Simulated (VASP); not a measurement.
Input of a VASP 6.6.1 run:

File INCAR:

```
SYSTEM = LiH3
  PREC = Accurate
  ENCUT = 600
  EDIFF = 1E-6
  ISMEAR = 0
  SIGMA = 0.1
  LREAL = .FALSE.
  LASPH = .TRUE.
  NELM = 100
  ALGO = Normal
  ISIF = 3
  LWAVE = .FALSE.
  LCHARG = .FALSE.
  GGA = PE
  IBRION = 2
  NSW = 90
  EDIFFG = -0.04
```

KPOINTS

```
regular mesh
0
G
  6 6 6
  0 0 0
```

The input POSCAR:

```
LiH3
1.0
   -2.1736572400      2.1736572400      3.4039297800
    2.1736572400     -2.1736572400      3.4039297800
    2.1736572400      2.1736572400     -3.4039297800
Li H
2 6
Direct
    0.2505385600      0.2505385600      0.0000000000
    0.7494614400      0.7494614400      0.0000000000
    0.5698218900      0.0698218900      0.5000000000
    0.0698218900      0.5698218900      0.5000000000
    0.4301781100      0.9301781100      0.5000000000
    0.9301781100      0.4301781100      0.5000000000
    0.7500000000      0.2500000000      0.5000000000
    0.2500000000      0.7500000000      0.5000000000
```

Potentials or basis: VASP PAW PBE potentials, release 64 (Li_sv, H).

The run is started by

```bash
$ cat potpaw_PBE.64/Li_sv/POTCAR potpaw_PBE.64/H/POTCAR > POTCAR
$ mpirun -np 1 vasp_std > vasp.out
```

Problem. What does it give for the relaxed cell?

Solution. a = 5.505 Å, b = 5.505 Å, c = 5.505 Å, α = 139.10°, β = 139.10°, γ = 59.23°.

Problem. What does it give for the relaxed volume?

Solution. 8.86 Å³/atom.

Problem. What does it give for the space group after relaxing (to 0.1 Å)?

Solution. P4/mmm (No. 123).

Problem. What does it give for the band gap on the k mesh?

Solution. 0.78 eV.

Stress tensor (GPa, compression positive):
```
-0.14  0.00  0.00
 0.00 -0.14  0.00
 0.00  0.00  0.28
```

Caveat: the cutoff is under 1.25 times the usual one of these potentials, so pressure, stress and relaxed cells hold a basis-set (Pulay) error; a cell axis changed by over 15 % at a fixed basis, so the end point is rough. A k mesh can miss the band edges.
